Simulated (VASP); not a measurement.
# Ru (P6_3/mmc) in VASP: a series of runs, part 2 of 2

VASP 6.6.1. Earlier steps stand in the parts before.

**3. Single point, PBEsol (strain -0.0150 x Voigt [0, 0, 1, 0, 0, 0])**

INCAR

```
ALGO = Fast ; EDIFF = 1E-6
ENCUT = 520 ; GGA = PS
ISIF = 2 ; ISMEAR = 0
LASPH = T ; LCHARG = F
LREAL = F ; LWAVE = F
NBANDS = 21 ; NELM = 100
PREC = Accurate ; SIGMA = 0.15
```

KPOINTS

```
k-points
0
Gamma
  24 24 14
```

POSCAR

```
Ru
1.0
    2.6895239993      0.0000000000      0.0000000000
   -1.3447619996      2.3291961075      0.0000000000
    0.0000000000      0.0000000000      4.1881421384
Ru
2
Direct
    0.3333333333      0.6666666667      0.2500000000
    0.6666666667      0.3333333333      0.7500000000
```

Potentials or basis: VASP PAW PBE potentials, release 64 (Ru_pv).

Started as:

```
cat potpaw_PBE.64/Ru_pv/POTCAR > POTCAR
mpirun -np 1 vasp_std > vasp.out
```

OUTCAR:

```text
EDIFF = 1E-6
   ENCUT = 520
   GGA = PS
   ISIF = 2
   ISMEAR = 0
   LASPH = T
   LREAL = F
   NELM = 100
   PREC = Accurate

 ion  position               nearest neighbor table
   1  0.333  0.667  0.250-   2 2.61   2 2.61   2 2.61   2 2.61   2 2.61   2 2.61
   2  0.667  0.333  0.750-   1 2.61   1 2.61   1 2.61   1 2.61   1 2.61   1 2.61

  LATTYP: Found a hexagonal cell.
 ALAT       =     2.6895239993
 C/A-ratio  =     1.5572057135

  Lattice vectors:

 A1 = (   2.6895239993,   0.0000000000,   0.0000000000)
 A2 = (  -1.3447619996,   2.3291961075,   0.0000000000)
 A3 = (   0.0000000000,   0.0000000000,   4.1881421384)

Analysis of symmetry for initial positions (statically):
=====================================================================
 Subroutine PRICEL returns:
 Original cell was already a primitive cell.

 Routine SETGRP: Setting up the symmetry group for a
 hexagonal supercell.

 Subroutine GETGRP returns: Found 24 space group operations
 (whereof 12 operations were pure point group operations)
 out of a pool of 24 trial point group operations.

The static configuration has the point symmetry D_3d.
 The point group associated with its full space group is D_6h.

Analysis of symmetry for dynamics (positions and initial velocities):
=====================================================================
 Subroutine PRICEL returns:
 Original cell was already a primitive cell.

 Routine SETGRP: Setting up the symmetry group for a
 hexagonal supercell.

 Subroutine GETGRP returns: Found 24 space group operations
 (whereof 12 operations were pure point group operations)
 out of a pool of 24 trial point group operations.

The dynamic configuration has the point symmetry D_3d.
[... 112 lines left out ...]
   NUPDOWN=      -1.0000    fix difference up-down
   EMIN   =  10.00;   EMAX   =-10.00  energy-range for DOS
   EFERMI =   0.00;   METHOD = LEGACY
   ISMEAR =     0;   SIGMA  =   0.15  broadening in eV -4-tet -1-fermi 0-gaus
   EFERMI_NEDOS =   21; number of points for ismear=-14 and -15
   IALGO  =     68    algorithm
   IMIX   =      4    mixing-type and parameters
     AMIX     =   0.40;   BMIX     =  1.00
     AMIX_MAG =   1.60;   BMIX_MAG =  1.00
  volume/ion in A,a.u.               =      13.12        88.53
  Fermi-wavevector in a.u.,A,eV,Ry     =   1.672989  3.161492 38.081262  2.798894
  Thomas-Fermi vector in A             =   2.758040
   LORBIT       =      0    0 simple, 1 ext, 2 COOP (PROOUT), +10 PAW based schemes
   GGA     = PS    functional components
   LHFCALC =     F    Hartree Fock is set to
   AEXX    =    0.0000 exact exchange contribution
   IVDW    =     0    specifies the selected vdW correction
   LEPSILON=     F    determine dielectric tensor
   LRPA    =     F    only Hartree local field effects (RPA)
 non-spin polarized calculation
 RMM-DIIS sequential band-by-band and
 Gauss-broadening in eV      SIGMA  =   0.15
  energy-cutoff  :      520.00
  volume of cell :       26.24
 maximum number of plane-waves:       732
 NGX is ok and might be reduce to    20
   NGX =  9   NGY =  9   NGZ = 15

 number of electron      27.9999995 magnetization

 Free energy of the ion-electron system (eV)
  ---------------------------------------------------
  ext. energy  EPLUGINS =         0.00000000
  ---------------------------------------------------
  free energy    TOTEN  =       -20.33680576 eV

  energy without entropy =      -20.31730306  energy(sigma->0) =      -20.32705441

 E-fermi :  13.3518     XC(G=0): -14.4936

 val. band max:       13.3516482699   @ k =   0.4583   0.0833   0.2857
 cond. band min:      13.3548072950   @ k =   0.2917   0.0000   0.2857
 fundamental gap:      0.0031590250
 Fermi energy:        13.3518412568

 k-point     1 :       0.0000    0.0000    0.0000
  band No.  band energies     occupation
      1     -30.4271      2.00000
      2     -29.3758      2.00000
      3     -29.3758      2.00000
      4     -29.1691      2.00000
      5     -29.1691      2.00000
      6     -29.0971      2.00000
[... 565 lines left out ...]
     20      25.8272      0.00000
     21      26.1659      0.00000

 [... further k-points ...]

------------------------ aborting loop because EDIFF is reached ----------------------------------------

  FORCE on cell =-STRESS in cart. coord.  units (eV):
  Direction    XX          YY          ZZ          XY          YZ          ZX
  --------------------------------------------------------------------------------------
  -------------------------------------------------------------------------------------
  Total        0.5642683      0.5642683      1.7386632      0.0000000     -0.0000000      0.0000000
  in kB       34.4582623     34.4582623    106.1752135      0.0000000     -0.0000000      0.0000000
  external PRESSURE =      58.3639127 kB  Pullay stress =       0.0000000 kB

 VOLUME and BASIS-vectors are now :
 -----------------------------------------------------------------------------
  energy-cutoff  :      520.00
  volume of cell :       26.24
      direct lattice vectors                 reciprocal lattice vectors
     2.689523999  0.000000000  0.000000000     0.371813005  0.214666338  0.000000000
    -1.344762000  2.329196108  0.000000000     0.000000000  0.429332677  0.000000000
     0.000000000  0.000000000  4.188142138     0.000000000  0.000000000  0.238769356

 POSITION                                       TOTAL-FORCE (eV/Angst)
 -----------------------------------------------------------------------------------
     -0.00000      1.55280      1.04704         0.000000     -0.000000      0.000000
      1.34476      0.77640      3.14111        -0.000000      0.000000      0.000000
 -----------------------------------------------------------------------------------
    total drift:                                0.000000     -0.000000      0.000000

  FREE ENERGIE OF THE ION-ELECTRON SYSTEM (eV)
  ---------------------------------------------------
  free  energy   TOTEN  =       -20.3368057554 eV

  energy  without entropy=      -20.3173030607  energy(sigma->0) =      -20.32705441
```

stdout:

```text
POSCAR found type information on POSCAR Ru
 POSCAR found :  1 types and       2 ions
 scaLAPACK will be used
 -----------------------------------------------------------------------------
|                                                                             |
|                                                                             |
|     You enforced a specific xc type in the INCAR file but a different       |
|     I HOPE YOU KNOW WHAT YOU ARE DOING!                                     |
|                                                                             |
 -----------------------------------------------------------------------------

 LDA part: xc-table for (Slater+PW92), standard interpolation
 POSCAR, INCAR and KPOINTS ok, starting setup
 FFT: planning ... GRIDC
 FFT: planning ... GRID_SOFT
 FFT: planning ... GRID
 WAVECAR not read
 entering main loop
WARNING in EDDRMM: call to ZHEGV failed, returncode =   6  3     20
WARNING in EDDRMM: call to ZHEGV failed, returncode =   8  4     20
WARNING in EDDRMM: call to ZHEGV failed, returncode =   8  4     19
```

Run time: 3.4 min. Hardware: 1 thread of Intel Xeon Platinum 8259CL at 2.50GHz (Skylake/Cascade Lake), shared host; peak memory 0.31 GiB.

Results:

```
Free energy            : -20.3368 eV
Pressure               : 5.8 GPa
Band gap on the k mesh : zero (bands 14 and 15 overlap by 3.40 eV)
```

Levels at points of the mesh, in eV from the Fermi level:
```
           k point  band 11  band 12  band 13  band 14  band 15  band 16  band 17  band 18
(0.00, 0.00, 0.00)    -2.41    -2.01    -2.01    -1.61    -1.61     1.24     1.24     1.46
(0.50, 0.00, 0.00)    -2.09    -1.96    -1.52     1.41     1.89     2.11     4.20     6.28
(0.00, 0.00, 0.50)    -2.99    -2.99    -2.77    -2.77     0.59     0.59     0.59     0.59
(0.50, 0.00, 0.50)    -1.19    -1.19     0.43     0.43     1.70     1.70     3.47     3.47
```

Caveat: the cell differs from its parent crystal (strain -0.0150 x Voigt [0, 0, 1, 0, 0, 0]); the cell stands under pressure; the PAW data sets were made with another functional, which shifts forces and pressure a little.

**4. Single point, PBEsol (strain +0.0150 x Voigt [0, 0, 1, 0, 0, 0])**

INCAR

```
  PREC = Accurate
  ENCUT = 520
  EDIFF = 1E-6
  ISMEAR = 0
  SIGMA = 0.15
  LREAL = False
  LASPH = True
  NELM = 80
  ALGO = Fast
  ISIF = 2
  LWAVE = False
  LCHARG = True
  GGA = PS
  LELF = True
  LVHAR = True
  NBANDS = 21
```

KPOINTS

```
Automatic mesh
0
Gamma
  24 24 14
```

POSCAR, as its differences from that of step 3:

```diff
@@ -4,3 +4,3 @@
    -1.3447619996      2.3291961075      0.0000000000
-    0.0000000000      0.0000000000      4.1881421384
+    0.0000000000      0.0000000000      4.3156997670
 Ru
```

Potentials or basis: VASP PAW PBE potentials, release 64 (Ru_pv).

Started as:

```
cat potpaw_PBE.64/Ru_pv/POTCAR > POTCAR
mpirun -np 1 vasp_std > vasp.out
```

OUTCAR:

```text
PREC = Accurate
   ENCUT = 520
   EDIFF = 1E-6
   ISMEAR = 0
   LREAL = False
   LASPH = True
   NELM = 80
   ISIF = 2
   GGA = PS

 ion  position               nearest neighbor table
   1  0.333  0.667  0.250-   2 2.66   2 2.66   2 2.66   2 2.66   2 2.66   2 2.66
   2  0.667  0.333  0.750-   1 2.66   1 2.66   1 2.66   1 2.66   1 2.66   1 2.66

  LATTYP: Found a hexagonal cell.
 ALAT       =     2.6895239993
 C/A-ratio  =     1.6046332987

  Lattice vectors:

[... 766 lines left out ...]

------------------------ aborting loop because EDIFF is reached ----------------------------------------

  FORCE on cell =-STRESS in cart. coord.  units (eV):
  Direction    XX          YY          ZZ          XY          YZ          ZX
  --------------------------------------------------------------------------------------
  -------------------------------------------------------------------------------------
  Total       -0.4077706     -0.4077706     -1.7488027     -0.0000000      0.0000000      0.0000000
  in kB      -24.1653888    -24.1653888   -103.6379206     -0.0000000      0.0000000      0.0000000
  external PRESSURE =     -50.6562327 kB  Pullay stress =       0.0000000 kB

 VOLUME and BASIS-vectors are now :
 -----------------------------------------------------------------------------
  energy-cutoff  :      520.00
  volume of cell :       27.04
      direct lattice vectors                 reciprocal lattice vectors
     2.689523999  0.000000000  0.000000000     0.371813005  0.214666338  0.000000000
    -1.344762000  2.329196108  0.000000000     0.000000000  0.429332677  0.000000000
     0.000000000  0.000000000  4.315699767     0.000000000  0.000000000  0.231712133

 POSITION                                       TOTAL-FORCE (eV/Angst)
 -----------------------------------------------------------------------------------
     -0.00000      1.55280      1.07892         0.000000     -0.000000      0.000000
      1.34476      0.77640      3.23677        -0.000000      0.000000      0.000000
 -----------------------------------------------------------------------------------
    total drift:                               -0.000000      0.000000     -0.000000

  FREE ENERGIE OF THE ION-ELECTRON SYSTEM (eV)
  ---------------------------------------------------
  free  energy   TOTEN  =       -20.3358978596 eV

  energy  without entropy=      -20.3150949111  energy(sigma->0) =      -20.32549639
```

It took 3.6 min on 1 thread of Intel Xeon Platinum 8259CL at 2.50GHz (Skylake/Cascade Lake), shared host; peak memory 0.31 GiB.

Results:

* Free energy: -20.3359 eV
* Pressure: -5.1 GPa
* Band gap on the k mesh: zero (bands 14 and 15 overlap by 3.30 eV)

Stress tensor (GPa, compression positive):
```
 -2.42   0.00   0.00
  0.00  -2.42   0.00
  0.00   0.00 -10.36
```

Caveat: the cell differs from its parent crystal (strain +0.0150 x Voigt [0, 0, 1, 0, 0, 0]); the cell stands under tension; the PAW data sets were made with another functional, which shifts forces and pressure a little.

**5. Single point, PBEsol (strain +0.0300 x Voigt [0, 0, 1, 0, 0, 0])**

INCAR

```
SYSTEM = Ru
PREC = Accurate
ENCUT = 520
EDIFF = 1E-7
ISMEAR = 0
SIGMA = 0.15
LREAL = .False.
LASPH = .True.
NELM = 80
ALGO = Fast
ISIF = 2
LWAVE = .False.
LCHARG = .False.
GGA = PS
NBANDS = 21
```

KPOINTS

```
regular mesh
0
Gamma
  24 24 14
  0 0 0
```

POSCAR, as its differences from that of step 4:

```diff
@@ -4,3 +4,3 @@
    -1.3447619996      2.3291961075      0.0000000000
-    0.0000000000      0.0000000000      4.3156997670
+    0.0000000000      0.0000000000      4.3794785813
 Ru
```

Started as:

```
cat potpaw_PBE.64/Ru_pv/POTCAR > POTCAR
mpirun -np 1 vasp_std > vasp.out
```

Wall time 4.1 min (1 thread of Intel Xeon Platinum 8259CL at 2.50GHz (Skylake/Cascade Lake), shared host); peak memory 0.32 GiB.

It converged, with:

```
Free energy            : -20.2991 eV
Pressure               : -9.6 GPa
Band gap on the k mesh : zero (bands 14 and 15 overlap by 3.23 eV)
```

Stress tensor (GPa, compression positive):
```
 -4.83   0.00   0.00
  0.00  -4.83   0.00
  0.00   0.00 -19.17
```

Levels at points of the mesh, in eV from the Fermi level:
```
           k point  band 11  band 12  band 13  band 14  band 15  band 16  band 17  band 18
(0.00, 0.00, 0.00)    -2.54    -1.94    -1.94    -1.16    -1.16     0.90     1.18     1.18
(0.50, 0.00, 0.00)    -2.23    -1.71    -1.66     1.58     1.77     1.94     4.06     6.10
(0.00, 0.00, 0.50)    -2.64    -2.64    -2.64    -2.64     0.53     0.53     0.53     0.53
(0.50, 0.00, 0.50)    -0.94    -0.94     0.43     0.43     1.79     1.79     3.34     3.34
```

Caveat: the cell differs from its parent crystal (strain +0.0300 x Voigt [0, 0, 1, 0, 0, 0]); the cell stands under tension; the PAW data sets were made with another functional, which shifts forces and pressure a little.

**6. Overview**

```tsv
cell	further INCAR settings	gap on the mesh (eV)	pressure (GPa)
a = 2.690, b = 2.690, c = 4.124 Å, angles 90.0, 90.0, 120.0°, 2 atoms	ALGO = Fast; EDIFF = 1e-06; NBANDS = 21	none	12.4
a = 2.690, b = 2.690, c = 4.188 Å, angles 90.0, 90.0, 120.0°, 2 atoms	ALGO = Fast; EDIFF = 1e-06; NBANDS = 21	none	5.8
a = 2.690, b = 2.690, c = 4.316 Å, angles 90.0, 90.0, 120.0°, 2 atoms	ALGO = Fast; EDIFF = 1e-06; NBANDS = 21	none	-5.1
a = 2.690, b = 2.690, c = 4.379 Å, angles 90.0, 90.0, 120.0°, 2 atoms	ALGO = Fast; EDIFF = 1e-07; NBANDS = 21	none	-9.6
```

Alike in all rows: task single point; level PBEsol; potentials or basis VASP PAW PBE potentials, release 64 (Ru_pv); no spin polarisation; k mesh 24 × 24 × 14; cutoff (eV) 520; smearing gaussian 0.15 eV.

Caveats: the PAW data sets were made with another functional, which shifts forces and pressure a little; the cell stands under pressure (at least some runs); the cell stands under tension (at least some runs).

Absolute energies hang on the potentials; compare differences alone.
